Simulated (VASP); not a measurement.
**Be2P: single point with PBE**

Crystal: Be2P.

```
Be P
1.0
     3.41412   -0.01354    0.36629
    -1.71717    2.97614   -0.00209
     0.91696    0.53219    7.60731
Be P
4 2
Direct
  0.27821 0.13942 0.33357
  0.90512 0.95206 0.89185
  0.72066 0.86014 0.16869
  0.09504 0.04794 0.60795
  0.52222 0.76146 0.46706
  0.14543 0.57231 0.03088
```

- Program: VASP 6.6.1
- Task: single point
- Functional: PBE
- Potentials or basis: VASP PAW PBE potentials, release 64 (Be, P)
- Cutoff: 520 eV
- k mesh: 6 × 6 × 4
- Occupations: gaussian, width 0.2 eV
- Spin: no spin polarisation
- Dipole correction: no
- Further INCAR settings: ALGO = Normal; EDIFF = 1e-06; NBANDS = 18

```json
{"Pressure": "0.0 GPa", "Largest force": "0.015 eV/Å", "Band gap on the k mesh": "zero (bands 9 and 10 overlap by 1.15 eV)"}
```

Forces on the atoms (eV/Å):
```
Be   0.003  0.000 -0.015
Be   0.004  0.003 -0.011
Be  -0.002 -0.001  0.011
Be  -0.003 -0.002  0.012
P   -0.001  0.000  0.001
P   -0.002  0.000  0.001
```

Levels at points of the mesh, in eV from the Fermi level:
```csv
k point,band 6,band 7,band 8,band 9,band 10,band 11,band 12,band 13
"(0.00, 0.00, 0.00)",-1.35,-1.34,-0.72,-0.71,3.05,3.29,3.30,3.67
"(0.50, 0.00, 0.00)",-3.61,-3.59,-2.24,-1.12,-0.21,1.75,2.29,2.53
"(0.00, 0.50, 0.00)",-3.50,-3.36,-2.43,-1.26,0.57,1.65,2.20,3.16
"(0.50, 0.50, 0.00)",-3.50,-3.35,-2.43,-1.26,0.57,1.65,2.19,3.16
"(0.00, 0.00, 0.50)",-1.41,-0.61,-0.60,0.85,2.25,3.28,3.29,3.58
"(0.50, 0.00, 0.50)",-3.51,-3.34,-2.45,-1.26,0.56,1.64,2.19,3.15
"(0.00, 0.50, 0.50)",-3.60,-3.59,-2.22,-1.12,-0.20,1.76,2.31,2.54
"(0.50, 0.50, 0.50)",-3.60,-3.59,-2.22,-1.12,-0.20,1.76,2.31,2.54
```

Run time: 58 s on 1 thread of Intel(R) Xeon(R) 6975P-C (Granite Rapids), with other jobs on the host, peak memory 0.23 GiB.
